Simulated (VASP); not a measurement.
A run of VASP 6.6.1 is set up as follows.

INCAR

```
PREC     = Accurate       # precision mode
ENCUT    = 520            # plane-wave cutoff, eV
EDIFF    = 1E-7           # SCF threshold, eV
ISMEAR   = -1             # smearing method
SIGMA    = 0.1            # smearing width, eV
LREAL    = F              # projectors in reciprocal space
LASPH    = T              # aspherical terms in the spheres
NELM     = 60             # most SCF steps
ALGO     = Normal         # electronic algorithm
ISIF     = 2              # what is computed and relaxed
LWAVE    = F              # write WAVECAR
LCHARG   = F              # write CHGCAR
GGA      = PE             # functional
ALDAC    = 0.0          
AGGAC    = 0.0          
NBANDS   = 11             # bands
```

The input KPOINTS:

```
Automatic mesh
0
Gamma
  9 9 9
```

File POSCAR:

```
MgS
1.0
    0.0000000000      2.4151579178      2.4151579178
    2.4151579178      0.0000000000      2.4151579178
    2.4151579178      2.4151579178      0.0000000000
S Mg
1 1
Direct
    0.5000000000      0.5000000000      0.5000000000
    0.0000000000      0.0000000000      0.0000000000
```

Potentials or basis: VASP PAW PBE potentials, release 64 (S, Mg).

Run with:

```console
$ cat potpaw_PBE.64/S/POTCAR potpaw_PBE.64/Mg/POTCAR > POTCAR
$ mpirun -np 1 vasp_std > vasp.out
```

Q: Predict the pressure.

A: 41.2 GPa.

Q: Predict the band gap on the k mesh.

A: 3.53 eV (least direct gap 5.67 eV).

Caveat: the cell stands under pressure; an odd mesh through Γ misses points on the zone boundary, where band edges can lie.
